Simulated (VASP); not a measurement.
# HfO2 in VASP: further runs, part 2 of 2

VASP 6.6.1.

### 3 Single point, r2SCAN (uniaxial z strain -2.7%)

POSCAR

```
HfO2
1.0
    0.0000000000      2.5291823194      2.4606414785
    2.5291823194      0.0000000000      2.4606414785
    2.5291823194      2.5291823194      0.0000000000
Hf O
1 2
Direct
    0.0000000000      0.0000000000      0.0000000000
    0.2500000000      0.2500000000      0.2500000000
    0.7500000000      0.7500000000      0.7500000000
```

INCAR.step1

```
SYSTEM = HfO2
ALGO     = Normal         ! electronic algorithm
EDIFF    = 1E-4           ! SCF threshold, eV
ENCUT    = 520            ! plane-wave cutoff, eV
GGA      = PE             ! functional
ISMEAR   = 0              ! smearing method
LASPH    = .True.         ! aspherical terms in the spheres
LCHARG   = .False.        ! write CHGCAR
LREAL    = .False.        ! projectors in reciprocal space
LWAVE    = .True.         ! write WAVECAR
NBANDS   = 18             ! bands
NELM     = 100            ! most SCF steps
PREC     = Accurate       ! precision mode
SIGMA    = 0.01           ! smearing width, eV
```

INCAR.step2

```
SYSTEM = HfO2
ALGO     = Normal         ! electronic algorithm
EDIFF    = 1E-6           ! SCF threshold, eV
ENCUT    = 520            ! plane-wave cutoff, eV
ISIF     = 2              ! what is computed and relaxed
ISMEAR   = 0              ! smearing method
ISTART   = 1            
LASPH    = .True.         ! aspherical terms in the spheres
LCHARG   = .False.        ! write CHGCAR
LMIXTAU  = .True.       
LREAL    = .False.        ! projectors in reciprocal space
LWAVE    = .False.        ! write WAVECAR
METAGGA  = R2SCAN         ! meta-GGA
NBANDS   = 18             ! bands
NELM     = 100            ! most SCF steps
PREC     = Accurate       ! precision mode
SIGMA    = 0.01           ! smearing width, eV
```

KPOINTS

```
k-points
0
Gamma
  8 8 8
  0 0 0
```

Potentials or basis: VASP PAW PBE potentials, release 64 (Hf_pv, O).

Launch:

```bash
$ cat potpaw_PBE.64/Hf_pv/POTCAR potpaw_PBE.64/O/POTCAR > POTCAR
$ cp INCAR.step1 INCAR
$ mpirun -np 1 vasp_std > vasp.out
$ cp INCAR.step2 INCAR
$ mpirun -np 1 vasp_std > vasp.out
```

OUTCAR:

```text
SYSTEM = HfO2
   EDIFF = 1E-6
   ENCUT = 520
   ISIF = 2
   ISMEAR = 0
   ISTART = 1
   LASPH = .True.
   LREAL = .False.
   METAGGA = R2SCAN
   NELM = 100
   PREC = Accurate

 ion  position               nearest neighbor table
   1  0.000  0.000  0.000-   3 2.17   3 2.17   3 2.17   2 2.17   2 2.17   2 2.17   3 2.17   2 2.17

   2  0.250  0.250  0.250-   1 2.17   1 2.17   1 2.17   1 2.17
   3  0.750  0.750  0.750-   1 2.17   1 2.17   1 2.17   1 2.17

  LATTYP: Found a body centered tetragonal cell.
 ALAT       =     3.5768039378
 C/A-ratio  =     1.3758883748

[... 680 lines left out ...]
      6      -0.6475      2.00000
[... 10 lines left out ...]
     17      15.2691      0.00000
     18      17.0916      0.00000

 [... further k-points ...]
[... 5 lines left out ...]
  --------------------------------------------------------------------------------------
  -------------------------------------------------------------------------------------
  Total       -0.2059119     -0.2059119      2.5897183      0.0000000      0.0000000     -0.0000000
  in kB      -10.4798103    -10.4798103    131.8027584      0.0000000      0.0000000     -0.0000000
  external PRESSURE =      36.9477126 kB  Pullay stress =       0.0000000 kB

 VOLUME and BASIS-vectors are now :
 -----------------------------------------------------------------------------
  energy-cutoff  :      520.00
  volume of cell :       31.48
      direct lattice vectors                 reciprocal lattice vectors
     0.000000000  2.529182319  2.460641478    -0.197692351  0.197692351  0.203199046
     2.529182319  0.000000000  2.460641478     0.197692351 -0.197692351  0.203199046
     2.529182319  2.529182319  0.000000000     0.197692351  0.197692351 -0.203199046

 POSITION                                       TOTAL-FORCE (eV/Angst)
 -----------------------------------------------------------------------------------
      0.00000      0.00000      0.00000         0.000000     -0.000000      0.000000
      1.26459      1.26459      1.23032         0.000000      0.000000     -0.000000
      3.79377      3.79377      3.69096        -0.000000     -0.000000      0.000000
 -----------------------------------------------------------------------------------
    total drift:                                0.000000      0.000000      0.000000

  FREE ENERGIE OF THE ION-ELECTRON SYSTEM (eV)
  ---------------------------------------------------
  free  energy   TOTEN  =       -68.5215634694 eV

  energy  without entropy=      -68.5215634694  energy(sigma->0) =      -68.52156347
```

OUTCAR.step1:

```text
SYSTEM = HfO2
   EDIFF = 1E-4
   ENCUT = 520
   GGA = PE
   ISMEAR = 0
   LASPH = .True.
   LREAL = .False.
   NELM = 100
[... 729 lines left out ...]
      0.00000      0.00000      0.00000         0.000000      0.000000      0.000000
      1.26459      1.26459      1.23032        -0.000000     -0.000000     -0.000000
      3.79377      3.79377      3.69096         0.000000      0.000000      0.000000
 -----------------------------------------------------------------------------------
    total drift:                                0.000000      0.000000      0.000000

  FREE ENERGIE OF THE ION-ELECTRON SYSTEM (eV)
  ---------------------------------------------------
  free  energy   TOTEN  =       -30.1885775785 eV

  energy  without entropy=      -30.1885775785  energy(sigma->0) =      -30.18857758
```

It took 96 s on 1 thread of Intel Xeon Platinum 8488C (Sapphire Rapids), shared host; peak memory 0.18 GiB.

What came out:

```yaml
Free_energy: -68.5216 eV
Pressure: 3.7 GPa
Band_gap_on_the_k_mesh: 4.12 eV, indirect (least direct gap 4.16 eV)
```

Caveat: the cell differs from its parent crystal (uniaxial z strain -2.7%); the PAW data sets were made with another functional, which shifts forces and pressure a little; spin-orbit coupling is left out, which moves the levels of the heavy elements.

### 4 Single point, r2SCAN (strain along [111] -2.1%)

POSCAR

```
HfO2
1.0
   -0.0352399403      2.4939423791      2.4939423791
    2.4939423791     -0.0352399403      2.4939423791
    2.4939423791      2.4939423791     -0.0352399403
Hf O
1 2
Direct
    0.0000000000      0.0000000000      0.0000000000
    0.2511892326      0.2511892326      0.2511892326
    0.7488107674      0.7488107674      0.7488107674
```

INCAR.step1

```
SYSTEM = HfO2
PREC = Accurate ; ENCUT = 520
ISMEAR = 0 ; SIGMA = 0.01
LREAL = .FALSE. ; LASPH = .TRUE.
NELM = 80 ; NBANDS = 18
GGA = PE ; ALGO = Normal
EDIFF = 1E-4 ; LWAVE = .TRUE.
LCHARG = .FALSE.
```

INCAR.step2

```
SYSTEM = HfO2
PREC = Accurate ; ENCUT = 520
EDIFF = 1E-6 ; ISMEAR = 0
SIGMA = 0.01 ; LREAL = .FALSE.
LASPH = .TRUE. ; NELM = 80
ALGO = Normal ; ISIF = 2
LWAVE = .FALSE. ; LCHARG = .FALSE.
METAGGA = R2SCAN ; LMIXTAU = .TRUE.
NBANDS = 18 ; ISTART = 1
```

KPOINTS

```
regular mesh
0
G
  8 8 8
  0 0 0
```

Launch:

```bash
$ cat potpaw_PBE.64/Hf_pv/POTCAR potpaw_PBE.64/O/POTCAR > POTCAR
$ cp INCAR.step1 INCAR
$ mpirun -np 1 vasp_std > vasp.out
$ cp INCAR.step2 INCAR
$ mpirun -np 1 vasp_std > vasp.out
```

Wall time 1.7 min (1 thread of Intel Xeon Platinum 8488C (Sapphire Rapids), shared host); peak memory 0.19 GiB.

It converged, with:

```yaml
Free_energy: -68.5464 eV
Pressure: 1.9 GPa
Largest_force: 0.015 eV/Å
Band_gap_on_the_k_mesh: 4.38 eV, direct
```

Forces in eV/Å, atoms in the order of the input:
```
Hf   0.000  0.000  0.000
O   -0.009 -0.009 -0.009
O    0.009  0.009  0.009
```

Stress tensor (GPa, compression positive):
```
1.86 1.07 1.07
1.07 1.86 1.07
1.07 1.07 1.86
```

Levels at points of the mesh, in eV from the valence-band top:
| k point | band 8 | band 9 | band 10 | band 11 | band 12 | band 13 | band 14 | band 15 |
| --- | --- | --- | --- | --- | --- | --- | --- | --- |
| (0.00, 0.00, 0.00) | -5.56 | -0.68 | -0.63 | -0.63 | 4.48 | 4.48 | 6.70 | 11.32 |
| (0.50, 0.00, 0.00) | -3.10 | -2.87 | -2.00 | -1.86 | 5.10 | 5.29 | 7.69 | 9.71 |
| (0.50, 0.50, 0.00) | -3.59 | -1.67 | -1.53 | 0.00 | 4.38 | 6.18 | 7.42 | 8.84 |
| (0.50, 0.50, 0.50) | -3.14 | -2.87 | -1.91 | -1.91 | 5.26 | 5.26 | 7.99 | 9.77 |

Caveat: the cell differs from its parent crystal (strain along [111] -2.1%); the PAW data sets were made with another functional, which shifts forces and pressure a little; spin-orbit coupling is left out, which moves the levels of the heavy elements.

### 5 The runs side by side

| level | cell | smearing | gap on the mesh (eV) | pressure (GPa) | largest force (eV/Å) |
| --- | --- | --- | --- | --- | --- |
| PBE | a = 3.527 Å, angles 60.9°, 3 atoms | fermi-dirac 0.02 eV | 3.88 | 8.0 | 0.01 |
| r2SCAN | a = 3.529, b = 3.529, c = 3.577 Å, angles 59.5, 59.5, 60.9°, 3 atoms | gaussian 0.01 eV | 4.12 | 3.7 | - |
| r2SCAN | a = 3.527 Å, angles 60.9°, 3 atoms | gaussian 0.01 eV | 4.38 | 1.9 | 0.02 |

Alike in all rows: task single point; potentials or basis VASP PAW PBE potentials, release 64 (Hf_pv, O); no spin polarisation; k mesh 8 × 8 × 8; cutoff (eV) 520.

Caveats: spin-orbit coupling is left out, which moves the levels of the heavy elements; the PAW data sets were made with another functional, which shifts forces and pressure a little (some runs).

Absolute energies hang on the potentials; compare differences alone.
